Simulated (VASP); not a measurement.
A run of VASP 6.6.1 is set up as follows.

File INCAR:

```
SYSTEM = Ga12O19
  PREC = Accurate
  ENCUT = 520
  EDIFF = 1E-6
  ISMEAR = -1
  SIGMA = 0.01
  LREAL = Auto
  LASPH = .TRUE.
  NELM = 120
  ALGO = Normal
  ISIF = 2
  LWAVE = .FALSE.
  LCHARG = .TRUE.
  GGA = PE
  LELF = .TRUE.
  LVHAR = .TRUE.
  NBANDS = 156
  GGA_COMPAT = .FALSE.
  ISYM = -1
```

Contents of KPOINTS:

```
explicit points
1
Reciprocal
  0.25000000   0.25000000   0.25000000 1
```

File POSCAR:

```
Ga12O19
1.0
    0.0000000000      9.2496621800      0.0000000000
   -1.3977182400      0.0000000000      5.7085775500
    6.2279771500     -1.5416103600      0.0067278600
Ga O
12 19
Direct
    0.1186192327      0.6649138777      0.6851457788
    0.2191931717      0.3196714431      0.3019944617
    0.3005689356      0.1925744343      0.8042538819
    0.0272968269      0.8006356503      0.1864338972
    0.4457541163      0.6786409688      0.6805137139
    0.5467773534      0.3150002985      0.3026768752
    0.6338994525      0.1969002743      0.8125190544
    0.3617200212      0.7942754502      0.1749436869
    0.7691404180      0.6640343208      0.6817300032
    0.8826255279      0.3193799396      0.3052749105
    0.9718638581      0.2215435772      0.8165016307
    0.6959122908      0.8004602853      0.1807983417
    0.1666701540      0.7353519970      0.0096759987
    0.1669626078      0.2590514187      0.9787490779
    0.2737637562      0.4265991463      0.6428033231
    0.0583010436      0.5649381969      0.3453537755
    0.0502100868      0.1222760909      0.2823264248
    0.2773553471      0.8773101482      0.6675203354
    0.5005086612      0.7407855228      0.0048151167
    0.4939781385      0.2533362223      0.9789931003
    0.6033782245      0.4285883233      0.6455721690
    0.3907621223      0.5618675203      0.3409237752
    0.3852368013      0.1089798817      0.3198481819
    0.6089560631      0.8833671324      0.6659204512
    0.8321907453      0.7402188330      0.0079353799
    0.8282453691      0.2623011437      0.9781089343
    0.9371791522      0.4428393109      0.6439568556
    0.7221397945      0.5688014566      0.3448012283
    0.7131023707      0.1189059516      0.3081446786
    0.9467711864      0.8716384469      0.7233102896
    0.9678590614      0.9831536784      0.5386532012
```

Potentials or basis: VASP PAW PBE potentials, release 64 (Ga_d, O).

The run is started by

```sh
$ cat potpaw_PBE.64/Ga_d/POTCAR potpaw_PBE.64/O/POTCAR > POTCAR
$ mpirun -np 1 vasp_std > vasp.out
```

Task: Predict the pressure.

Result: 4.9 GPa.

Task: What does it give for the largest force?

Result: 0.211 eV/Å.

Task: What does it give for the band gap on the k mesh?

Result: 3.70 eV.

Forces on the atoms (eV/Å):
```
Ga   0.016 -0.001  0.004
Ga  -0.005  0.001 -0.002
Ga  -0.007  0.000 -0.001
Ga   0.015 -0.008  0.011
Ga   0.009 -0.001 -0.002
Ga  -0.008  0.005 -0.002
Ga  -0.003 -0.005 -0.004
Ga   0.006 -0.004  0.006
Ga   0.017  0.007  0.009
Ga  -0.001 -0.002 -0.006
Ga   0.032 -0.006  0.037
Ga   0.009  0.000  0.010
O   -0.008  0.001 -0.006
O    0.009  0.006  0.005
O    0.005  0.003 -0.008
O   -0.004  0.000  0.003
O    0.017 -0.002 -0.015
O   -0.021 -0.004  0.011
O   -0.014 -0.001 -0.007
O    0.006  0.001  0.006
O    0.005 -0.011 -0.013
O   -0.006  0.002  0.006
O    0.023 -0.001 -0.011
O   -0.023  0.005  0.013
O   -0.015  0.002 -0.007
O    0.009 -0.003  0.005
O    0.000 -0.001 -0.002
O   -0.006 -0.001  0.001
O    0.018  0.002 -0.010
O    0.121 -0.059 -0.063
O   -0.194  0.075  0.033
```
